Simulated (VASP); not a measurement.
# TePt3 (Im-3m) in VASP: further runs

TePt3 is run at these levels: PBE; tasks: single point, relaxation of cell and atoms.

All numbers are computed with VASP 6.6.1; they aren't measurements. Logs are shortened: lines on timing, memory, paths and dates and some standing lists are left out, and cuts for length are marked.

## Step 1: The cell of the first run

Symmetry: Im-3m, No. 229, cubic system. Conventional cell: a = 5.375 Å, b = 5.375 Å, c = 5.375 Å, α = 90.00°, β = 90.00°, γ = 90.00°. Te (site symmetry m-3m) has 6 Pt at 2.69 Å within 3.5 Å. Pt (site symmetry 4/mmm) has 2 Te at 2.69 Å and 4 Pt at 2.69 Å within 3.5 Å.

## Step 2: Single point, PBE

Contents of INCAR:

```
SYSTEM = TePt3
PREC = Accurate
ENCUT = 520
EDIFF = 1E-7
ISMEAR = 0
SIGMA = 0.1
LREAL = .False.
LASPH = .True.
NELM = 80
ALGO = Normal
ISIF = 2
LWAVE = .False.
LCHARG = .False.
GGA = PE
NBANDS = 26
```

Contents of KPOINTS:

```
regular mesh
0
Gamma
  4 4 4
  0 0 0
```

Contents of POSCAR:

```
TePt3
1.0
   -2.6874342286      2.6874342286      2.6874342286
    2.6874342286     -2.6874342286      2.6874342286
    2.6874342286      2.6874342286     -2.6874342286
Te Pt
1 3
Direct
    0.0000000000      0.0000000000      0.0000000000
    0.0000000000      0.5000000000      0.5000000000
    0.5000000000      0.0000000000      0.5000000000
    0.5000000000      0.5000000000      0.0000000000
```

Potentials or basis: VASP PAW PBE potentials, release 64 (Te, Pt).

On the command line:

```sh
cat potpaw_PBE.64/Te/POTCAR potpaw_PBE.64/Pt/POTCAR > POTCAR
mpirun -np 1 vasp_std > vasp.out
```

OUTCAR:

```text
SYSTEM = TePt3
   PREC = Accurate
   ENCUT = 520
   EDIFF = 1E-7
   ISMEAR = 0
   LREAL = .False.
   LASPH = .True.
   NELM = 80
   ISIF = 2
   GGA = PE

 ion  position               nearest neighbor table
   1  0.000  0.000  0.000-   2 2.69   3 2.69   4 2.69   2 2.69   3 2.69   4 2.69
   2  0.000  0.500  0.500-   1 2.69   3 2.69   4 2.69   1 2.69   4 2.69   3 2.69
   3  0.500  0.000  0.500-   1 2.69   2 2.69   4 2.69   4 2.69   1 2.69   2 2.69
   4  0.500  0.500  0.000-   1 2.69   2 2.69   3 2.69   3 2.69   2 2.69   1 2.69

  LATTYP: Found a body centered cubic cell.
 ALAT       =     5.3748684572

  Lattice vectors:

 A1 = (  -2.6874342286,   2.6874342286,   2.6874342286)
 A2 = (   2.6874342286,  -2.6874342286,   2.6874342286)
 A3 = (   2.6874342286,   2.6874342286,  -2.6874342286)

Analysis of symmetry for initial positions (statically):
=====================================================================
 Subroutine PRICEL returns:
 Original cell was already a primitive cell.

 Routine SETGRP: Setting up the symmetry group for a
 body centered cubic supercell.

 Subroutine GETGRP returns: Found 48 space group operations
 (whereof 48 operations were pure point group operations)
 out of a pool of 48 trial point group operations.

The static configuration has the point symmetry O_h .

Analysis of symmetry for dynamics (positions and initial velocities):
=====================================================================
 Subroutine PRICEL returns:
 Original cell was already a primitive cell.

 Routine SETGRP: Setting up the symmetry group for a
 body centered cubic supercell.

 Subroutine GETGRP returns: Found 48 space group operations
 (whereof 48 operations were pure point group operations)
 out of a pool of 48 trial point group operations.

The dynamic configuration has the point symmetry O_h .

 Subroutine INISYM returns: Found 48 space group operations
 (whereof 48 operations are pure point group operations),
 and found     1 'primitive' translations

----------------------------------------------------------------------------------------

                                     Primitive cell

  volume of cell :      77.6379

  direct lattice vectors                    reciprocal lattice vectors
    -2.687434229  2.687434229  2.687434229     0.000000000  0.186051065  0.186051065
     2.687434229 -2.687434229  2.687434229     0.186051065  0.000000000  0.186051065
     2.687434229  2.687434229 -2.687434229     0.186051065  0.186051065  0.000000000

  length of vectors
     4.654772626  4.654772626  4.654772626     0.263115939  0.263115939  0.263115939

  position of ions in fractional coordinates (direct lattice)
     0.000000000  0.000000000  0.000000000
     0.000000000  0.500000000  0.500000000
     0.500000000  0.000000000  0.500000000
     0.500000000  0.500000000  0.000000000

  ion indices of the primitive-cell ions
   primitive index   ion index
                 1           1
                 2           2
                 3           3
                 4           4

----------------------------------------------------------------------------------------

 KPOINTS: regular mesh

Automatic generation of k-mesh.
 Grid dimensions read from file:
 generate k-points for:    4    4    4

 Generating k-lattice:

  Cartesian coordinates                     Fractional coordinates (reciprocal lattice)
     0.000000000  0.046512766  0.046512766     0.250000000  0.000000000  0.000000000
     0.046512766  0.000000000  0.046512766     0.000000000  0.250000000  0.000000000
     0.046512766  0.046512766  0.000000000     0.000000000  0.000000000  0.250000000

  Length of vectors
     0.065778985  0.065778985  0.065778985

  Shift w.r.t. Gamma in fractional coordinates (k-lattice)
     0.000000000  0.000000000  0.000000000

 Subroutine IBZKPT returns following result:
 ===========================================

 Found      8 irreducible k-points:

 Following reciprocal coordinates:
            Coordinates               Weight
  0.000000  0.000000  0.000000      1.000000
  0.250000  0.000000  0.000000     12.000000
  0.500000  0.000000  0.000000      6.000000
  0.250000  0.250000  0.000000     24.000000
  0.250000  0.250000  0.250000      2.000000
 -0.250000  0.250000  0.250000      6.000000
  0.500000  0.500000  0.250000     12.000000
  0.500000  0.500000  0.500000      1.000000
   k-points           NKPTS =      8   k-points in BZ     NKDIM =      8   number of bands    NBANDS=     26
   number of dos      NEDOS =    301   number of ions     NIONS =      4
   total plane-waves  NPLWV =  46656
   dimension x,y,z NGX =    36 NGY =   36 NGZ =   36
   dimension x,y,z NGXF=    72 NGYF=   72 NGZF=   72
   ions per type =               1   3
   NGX,Y,Z   is equivalent  to a cutoff of  12.86, 12.86, 12.86 a.u.
   NGXF,Y,Z  is equivalent  to a cutoff of  25.71, 25.71, 25.71 a.u.
 SYSTEM =  TePt3
   PREC   = accura    normal or accurate (medium, high low for compatibility)
   ISTART =      0    job   : 0-new  1-cont  2-samecut
   ICHARG =      2    charge: 1-file 2-atom 10-const
   ISPIN  =      1    spin polarized calculation?
   LNONCOLLINEAR =      F non collinear calculations
   LSORBIT =      F    spin-orbit coupling
   LASPH  =      T    aspherical Exc in radial PAW
   ENCUT  =  520.0 eV  38.22 Ry    6.18 a.u.   8.65  8.65  8.65*2*pi/ulx,y,z
   NELM   =     80;   NELMIN=  2; NELMDL= -5     # of ELM steps
   EDIFF  = 0.1E-06   stopping-criterion for ELM
   LREAL  =      F    real-space projection
   EDIFFG = 0.1E-05   stopping-criterion for IOM
   NSW    =      0    number of steps for IOM
   IBRION =     -1    ionic relax: 0-MD 1-quasi-New 2-CG
   NFREE  =      0    steps in history (QN), initial steepest desc. (CG)
   ISIF   =      2    stress and relaxation
   ISYM   =      2    0-nonsym 1-usesym 2-fastsym
   POTIM  = 0.5000    time-step for ionic-motion
   TEBEG  =    0.0;   TEEND  =   0.0 temperature during run
   PSTRESS=    0.0 pullay stress
   NELECT =      36.0000    total number of electrons
   NUPDOWN=      -1.0000    fix difference up-down
   EMIN   =  10.00;   EMAX   =-10.00  energy-range for DOS
   EFERMI =   0.00;   METHOD = LEGACY
   ISMEAR =     0;   SIGMA  =   0.10  broadening in eV -4-tet -1-fermi 0-gaus
   EFERMI_NEDOS =   21; number of points for ismear=-14 and -15
   IALGO  =     38    algorithm
   IMIX   =      4    mixing-type and parameters
     AMIX     =   0.40;   BMIX     =  1.00
     AMIX_MAG =   1.60;   BMIX_MAG =  1.00
  volume/ion in A,a.u.               =      19.41       130.98
  Fermi-wavevector in a.u.,A,eV,Ry     =   1.267120  2.394510 21.845428  1.605594
  Thomas-Fermi vector in A             =   2.400285
   LORBIT       =      0    0 simple, 1 ext, 2 COOP (PROOUT), +10 PAW based schemes
   GGA     = PE    functional components
   LHFCALC =     F    Hartree Fock is set to
   AEXX    =    0.0000 exact exchange contribution
   IVDW    =     0    specifies the selected vdW correction
   LEPSILON=     F    determine dielectric tensor
   LRPA    =     F    only Hartree local field effects (RPA)
 non-spin polarized calculation
 Gauss-broadening in eV      SIGMA  =   0.10
  energy-cutoff  :      520.00
  volume of cell :       77.64
 maximum number of plane-waves:      2112
 NGX is ok and might be reduce to    36
   NGX = 17   NGY = 17   NGZ = 17

 number of electron      35.9999994 magnetization

 Free energy of the ion-electron system (eV)
  ---------------------------------------------------
  ext. energy  EPLUGINS =         0.00000000
  ---------------------------------------------------
  free energy    TOTEN  =       -21.57129332 eV

  energy without entropy =      -21.54656257  energy(sigma->0) =      -21.55892795

 E-fermi :   8.7058     XC(G=0): -11.8241

 val. band max:        8.6513185321   @ k =   0.2500   0.2500   0.0000
 cond. band min:       8.7479210133   @ k =   0.2500   0.0000   0.0000
 fundamental gap:      0.0966024811
 Fermi energy:         8.7058391856

 k-point     1 :       0.0000    0.0000    0.0000
  band No.  band energies     occupation
      1      -4.2180      2.00000
      2       3.1365      2.00000
      3       4.0341      2.00000
      4       4.0341      2.00000
      5       4.0455      2.00000
      6       4.0455      2.00000
[... 18 lines left out ...]
     25      15.6020      0.00000
     26      18.2805      0.00000

 k-point     2 :       0.2500    0.0000    0.0000
  band No.  band energies     occupation
      1      -3.8055      2.00000
      2       2.7528      2.00000
      3       3.8209      2.00000
      4       3.9786      2.00000
      5       3.9878      2.00000
      6       4.4048      2.00000
[... 18 lines left out ...]
     25      17.6424      0.00000
     26      18.4614      0.00000

 k-point     3 :       0.5000    0.0000    0.0000
  band No.  band energies     occupation
      1      -3.2848      2.00000
      2       1.7950      2.00000
      3       3.2293      2.00000
      4       3.6308      2.00000
      5       4.0452      2.00000
      6       5.5629      2.00000
[... 18 lines left out ...]
     25      15.6687      0.00000
     26      18.9980      0.00000

 k-point     4 :       0.2500    0.2500    0.0000
  band No.  band energies     occupation
      1      -3.3053      2.00000
      2       2.1948      2.00000
      3       3.1417      2.00000
      4       3.4043      2.00000
      5       4.4528      2.00000
      6       4.5799      2.00000
[... 18 lines left out ...]
     25      17.5380      0.00000
     26      18.9459      0.00000

 k-point     5 :       0.2500    0.2500    0.2500
  band No.  band energies     occupation
      1      -2.9530      2.00000
      2       2.4600      2.00000
      3       2.4600      2.00000
      4       2.4600      2.00000
      5       5.5957      2.00000
      6       5.5957      2.00000
[... 18 lines left out ...]
     25      16.8592      0.00000
     26      17.6746      0.00000

 k-point     6 :      -0.2500    0.2500    0.2500
  band No.  band energies     occupation
      1      -3.6155      2.00000
      2       2.3180      2.00000
      3       3.9444      2.00000
      4       4.0225      2.00000
      5       4.0225      2.00000
      6       4.0575      2.00000
[... 18 lines left out ...]
     25      17.5496      0.00000
     26      18.1052      0.00000

 k-point     7 :       0.5000    0.5000    0.2500
  band No.  band energies     occupation
      1      -3.4361      2.00000
      2       2.5630      2.00000
      3       3.5012      2.00000
      4       3.9735      2.00000
      5       4.1129      2.00000
      6       4.4068      2.00000
[... 18 lines left out ...]
     25      18.4222      0.00000
     26      19.3718      0.00000

 k-point     8 :       0.5000    0.5000    0.5000
  band No.  band energies     occupation
      1      -3.5877      2.00000
      2       3.5562      2.00000
      3       3.5562      2.00000
      4       4.2634      2.00000
      5       4.6928      2.00000
      6       4.6928      2.00000
[... 18 lines left out ...]
     25      17.8491      0.00000
     26      19.3518      0.00000

------------------------ aborting loop because EDIFF is reached ----------------------------------------

  FORCE on cell =-STRESS in cart. coord.  units (eV):
  Direction    XX          YY          ZZ          XY          YZ          ZX
  --------------------------------------------------------------------------------------
  -------------------------------------------------------------------------------------
  Total       -0.2450166     -0.2450166     -0.2450166      0.0000000      0.0000000     -0.0000000
  in kB       -5.0562971     -5.0562971     -5.0562971      0.0000000      0.0000000     -0.0000000
  external PRESSURE =      -5.0562971 kB  Pullay stress =       0.0000000 kB

 VOLUME and BASIS-vectors are now :
 -----------------------------------------------------------------------------
  energy-cutoff  :      520.00
  volume of cell :       77.64
      direct lattice vectors                 reciprocal lattice vectors
    -2.687434229  2.687434229  2.687434229     0.000000000  0.186051065  0.186051065
     2.687434229 -2.687434229  2.687434229     0.186051065  0.000000000  0.186051065
     2.687434229  2.687434229 -2.687434229     0.186051065  0.186051065  0.000000000

 POSITION                                       TOTAL-FORCE (eV/Angst)
 -----------------------------------------------------------------------------------
      0.00000      0.00000      0.00000         0.000000      0.000000      0.000000
      2.68743      0.00000      0.00000        -0.000000      0.000000     -0.000000
      0.00000      2.68743      0.00000        -0.000000     -0.000000     -0.000000
      0.00000      0.00000      2.68743         0.000000      0.000000      0.000000
 -----------------------------------------------------------------------------------
    total drift:                                0.000000      0.000000     -0.000000

  FREE ENERGIE OF THE ION-ELECTRON SYSTEM (eV)
  ---------------------------------------------------
  free  energy   TOTEN  =       -21.5712933236 eV

  energy  without entropy=      -21.5465625665  energy(sigma->0) =      -21.55892795
```

Wall time 46 s (1 thread of AMD EPYC 7R43 (Zen 3), shared host); peak memory 0.17 GiB.

Results:

```yaml
Free_energy: -21.5713 eV
Pressure: -0.5 GPa
Band_gap_on_the_k_mesh: zero (band 18 reaches 8.75 eV, above the bottom of band 19 at 7.41 eV)
```

Caveat: the k points lie up to 0.41 Å⁻¹ apart; spin-orbit coupling is left out, which moves the levels of the heavy elements.

[end of part 1 of 3]
